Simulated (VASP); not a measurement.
# PbSe (P6_3/mmc) in VASP: further runs

PbSe is run at these levels: r2SCAN; tasks: single point.

Program: VASP 6.6.1. These are calculated values, not measurements. Logs are shortened: lines on timing, memory, paths and dates and some standing lists are left out, and cuts for length are marked.

### Step 1. The cell of the first run

The structure is hexagonal, space group P6_3/mmc (No. 194). The conventional cell has a = 5.174 Å, b = 5.174 Å, c = 6.213 Å, α = 90.00°, β = 90.00°, γ = 120.00°. Pb (site symmetry -6m2) has 5 Se at 2.99 to 3.11 Å within 3.9 Å. Se (site symmetry -6m2) has 5 Pb at 2.99 to 3.11 Å within 3.9 Å.

### Step 2. Single point, r2SCAN

The input, POSCAR:

```
PbSe
1.0
    5.1741302626      0.0000000000      0.0000000000
   -2.5870651313      4.4809282499      0.0000000000
    0.0000000000      0.0000000000      6.2132838893
Pb Se
2 2
Direct
    0.3333333333      0.6666666667      0.2500000000
    0.6666666667      0.3333333333      0.7500000000
    0.6666666667      0.3333333333      0.2500000000
    0.3333333333      0.6666666667      0.7500000000
```

The input, INCAR.step1:

```
SYSTEM = PbSe
ALGO = Normal
EDIFF = 1E-4
ENCUT = 520
GGA = PE
ISMEAR = 0
LASPH = .TRUE.
LCHARG = .FALSE.
LREAL = .FALSE.
LWAVE = .TRUE.
NBANDS = 28
NELM = 60
PREC = Accurate
SIGMA = 0.01
```

The input, INCAR.step2:

```
SYSTEM = PbSe
ALGO = Normal
EDIFF = 1E-7
ENCUT = 520
ISIF = 2
ISMEAR = 0
ISTART = 1
LASPH = .TRUE.
LCHARG = .FALSE.
LMIXTAU = .TRUE.
LREAL = .FALSE.
LWAVE = .FALSE.
METAGGA = R2SCAN
NBANDS = 28
NELM = 60
PREC = Accurate
SIGMA = 0.01
```

The input, KPOINTS:

```
k-points
0
G
  6 6 4
  0 0 0
```

Potentials or basis: VASP PAW PBE potentials, release 64 (Pb_d, Se).

Run with:

```
$ cat potpaw_PBE.64/Pb_d/POTCAR potpaw_PBE.64/Se/POTCAR > POTCAR
$ cp INCAR.step1 INCAR
$ mpirun -np 1 vasp_std > vasp.out
$ cp INCAR.step2 INCAR
$ mpirun -np 1 vasp_std > vasp.out
```

OUTCAR:

```text
SYSTEM = PbSe
   EDIFF = 1E-7
   ENCUT = 520
   ISIF = 2
   ISMEAR = 0
   ISTART = 1
   LASPH = .TRUE.
   LREAL = .FALSE.
   METAGGA = R2SCAN
   NELM = 60
   PREC = Accurate

 ion  position               nearest neighbor table
   1  0.333  0.667  0.250-   3 2.99   3 2.99   3 2.99   4 3.11   4 3.11
   2  0.667  0.333  0.750-   4 2.99   4 2.99   4 2.99   3 3.11   3 3.11
   3  0.667  0.333  0.250-   1 2.99   1 2.99   1 2.99   2 3.11   2 3.11
   4  0.333  0.667  0.750-   2 2.99   2 2.99   2 2.99   1 3.11   1 3.11

  LATTYP: Found a hexagonal cell.
 ALAT       =     5.1741302626
 C/A-ratio  =     1.2008363868

  Lattice vectors:

 A1 = (   5.1741302626,   0.0000000000,   0.0000000000)
 A2 = (  -2.5870651313,   4.4809282499,   0.0000000000)
 A3 = (   0.0000000000,   0.0000000000,   6.2132838893)

Analysis of symmetry for initial positions (statically):
=====================================================================
 Subroutine PRICEL returns:
 Original cell was already a primitive cell.

 Routine SETGRP: Setting up the symmetry group for a
 hexagonal supercell.

 Subroutine GETGRP returns: Found 24 space group operations
 (whereof 12 operations were pure point group operations)
 out of a pool of 24 trial point group operations.

The static configuration has the point symmetry D_3d.
 The point group associated with its full space group is D_6h.

Analysis of symmetry for dynamics (positions and initial velocities):
=====================================================================
 Subroutine PRICEL returns:
 Original cell was already a primitive cell.

 Routine SETGRP: Setting up the symmetry group for a
 hexagonal supercell.

 Subroutine GETGRP returns: Found 24 space group operations
 (whereof 12 operations were pure point group operations)
 out of a pool of 24 trial point group operations.

The dynamic configuration has the point symmetry D_3d.
 The point group associated with its full space group is D_6h.

 Subroutine INISYM returns: Found 24 space group operations
 (whereof 12 operations are pure point group operations),
 and found     1 'primitive' translations

----------------------------------------------------------------------------------------

                                     Primitive cell

  volume of cell :     144.0544

[... 85 lines left out ...]
   LASPH  =      T    aspherical Exc in radial PAW
   ENCUT  =  520.0 eV  38.22 Ry    6.18 a.u.   9.62  9.62 11.55*2*pi/ulx,y,z
   NELM   =     60;   NELMIN=  2; NELMDL=  0     # of ELM steps
   EDIFF  = 0.1E-06   stopping-criterion for ELM
   LREAL  =      F    real-space projection
   EDIFFG = 0.1E-05   stopping-criterion for IOM
   NSW    =      0    number of steps for IOM
   IBRION =     -1    ionic relax: 0-MD 1-quasi-New 2-CG
   NFREE  =      0    steps in history (QN), initial steepest desc. (CG)
   ISIF   =      2    stress and relaxation
   ISYM   =      2    0-nonsym 1-usesym 2-fastsym
   POTIM  = 0.5000    time-step for ionic-motion
   TEBEG  =    0.0;   TEEND  =   0.0 temperature during run
   PSTRESS=    0.0 pullay stress
   NELECT =      40.0000    total number of electrons
   NUPDOWN=      -1.0000    fix difference up-down
   EMIN   =  10.00;   EMAX   =-10.00  energy-range for DOS
   EFERMI =   0.00;   METHOD = LEGACY
   ISMEAR =     0;   SIGMA  =   0.01  broadening in eV -4-tet -1-fermi 0-gaus
   EFERMI_NEDOS =   21; number of points for ismear=-14 and -15
   IALGO  =     38    algorithm
   IMIX   =      4    mixing-type and parameters
     AMIX     =   0.40;   BMIX     =  1.00
     AMIX_MAG =   1.60;   BMIX_MAG =  1.00
  volume/ion in A,a.u.               =      36.01       243.03
  Fermi-wavevector in a.u.,A,eV,Ry     =   1.068036  2.018296 15.520184  1.140701
  Thomas-Fermi vector in A             =   2.203672
   LORBIT       =      0    0 simple, 1 ext, 2 COOP (PROOUT), +10 PAW based schemes
   METAGGA = R2SCAN    functional components
   LHFCALC =     F    Hartree Fock is set to
   AEXX    =    0.0000 exact exchange contribution
   IVDW    =     0    specifies the selected vdW correction
   LEPSILON=     F    determine dielectric tensor
   LRPA    =     F    only Hartree local field effects (RPA)
 non-spin polarized calculation
 Gauss-broadening in eV      SIGMA  =   0.01
  energy-cutoff  :      520.00
  volume of cell :      144.05
 maximum number of plane-waves:      3912
 NGX is ok and might be reduce to    40
   NGX = 19   NGY = 19   NGZ = 23

 number of electron      39.9999997 magnetization

 Free energy of the ion-electron system (eV)
  ---------------------------------------------------
  ext. energy  EPLUGINS =         0.00000000
  ---------------------------------------------------
  free energy    TOTEN  =      -143.40181563 eV

  energy without entropy =     -143.40181563  energy(sigma->0) =     -143.40181563

 E-fermi :   2.9544     XC(G=0):  -8.7478

 val. band max:        2.9045639284   @ k =   0.3333   0.3333   0.5000
 cond. band min:       4.3820172186   @ k =   0.3333   0.3333   0.5000
 fundamental gap:      1.4774532903
 Fermi energy:         2.9544000659

 k-point     1 :       0.0000    0.0000    0.0000
  band No.  band energies     occupation
      1     -14.5637      2.00000
      2     -14.4743      2.00000
      3     -14.4743      2.00000
      4     -14.4737      2.00000
      5     -14.4737      2.00000
      6     -14.4681      2.00000
[... 640 lines left out ...]
     27       9.5979      0.00000
     28       9.5979      0.00000

------------------------ aborting loop because EDIFF is reached ----------------------------------------

  FORCE on cell =-STRESS in cart. coord.  units (eV):
  Direction    XX          YY          ZZ          XY          YZ          ZX
  --------------------------------------------------------------------------------------
  -------------------------------------------------------------------------------------
  Total        0.0019621      0.0019621     -0.0224602      0.0000000     -0.0000000      0.0000000
  in kB        0.0218225      0.0218225     -0.2498030      0.0000000     -0.0000000      0.0000000
  external PRESSURE =      -0.0687193 kB  Pullay stress =       0.0000000 kB

 VOLUME and BASIS-vectors are now :
 -----------------------------------------------------------------------------
  energy-cutoff  :      520.00
  volume of cell :      144.05
      direct lattice vectors                 reciprocal lattice vectors
     5.174130263  0.000000000  0.000000000     0.193269197  0.111584023  0.000000000
    -2.587065131  4.480928250  0.000000000     0.000000000  0.223168046  0.000000000
     0.000000000  0.000000000  6.213283889     0.000000000  0.000000000  0.160945487

 POSITION                                       TOTAL-FORCE (eV/Angst)
 -----------------------------------------------------------------------------------
     -0.00000      2.98729      1.55332        -0.000000      0.000000      0.000000
      2.58707      1.49364      4.65996         0.000000     -0.000000      0.000000
      2.58707      1.49364      1.55332        -0.000000     -0.000000      0.000000
     -0.00000      2.98729      4.65996         0.000000      0.000000      0.000000
 -----------------------------------------------------------------------------------
    total drift:                                0.000000     -0.000000      0.000000

  FREE ENERGIE OF THE ION-ELECTRON SYSTEM (eV)
  ---------------------------------------------------
  free  energy   TOTEN  =      -143.4018156328 eV

  energy  without entropy=     -143.4018156328  energy(sigma->0) =     -143.40181563
```

OUTCAR.step1:

```text
SYSTEM = PbSe
   EDIFF = 1E-4
   ENCUT = 520
   GGA = PE
   ISMEAR = 0
   LASPH = .TRUE.
   LREAL = .FALSE.
   NELM = 60
[... 875 lines left out ...]
      2.58707      1.49364      4.65996         0.000000      0.000000      0.000000
      2.58707      1.49364      1.55332         0.000000      0.000000      0.000000
     -0.00000      2.98729      4.65996        -0.000000     -0.000000      0.000000
 -----------------------------------------------------------------------------------
    total drift:                                0.000000     -0.000000      0.000000

  FREE ENERGIE OF THE ION-ELECTRON SYSTEM (eV)
  ---------------------------------------------------
  free  energy   TOTEN  =       -16.0735993041 eV

  energy  without entropy=      -16.0735993041  energy(sigma->0) =      -16.07359930
```

It took 2.7 min on 1 thread of Intel Xeon Platinum 8559C (Emerald Rapids), shared host; peak memory 0.32 GiB.

What came out:

```yaml
Free_energy: -143.4018 eV
Pressure: 0.0 GPa
Band_gap_on_the_k_mesh: 1.48 eV, direct
```

Caveat: the PAW data sets were made with another functional, which shifts forces and pressure a little; spin-orbit coupling is left out, which moves the levels of the heavy elements.

(Part 1 of 2 ends here.)
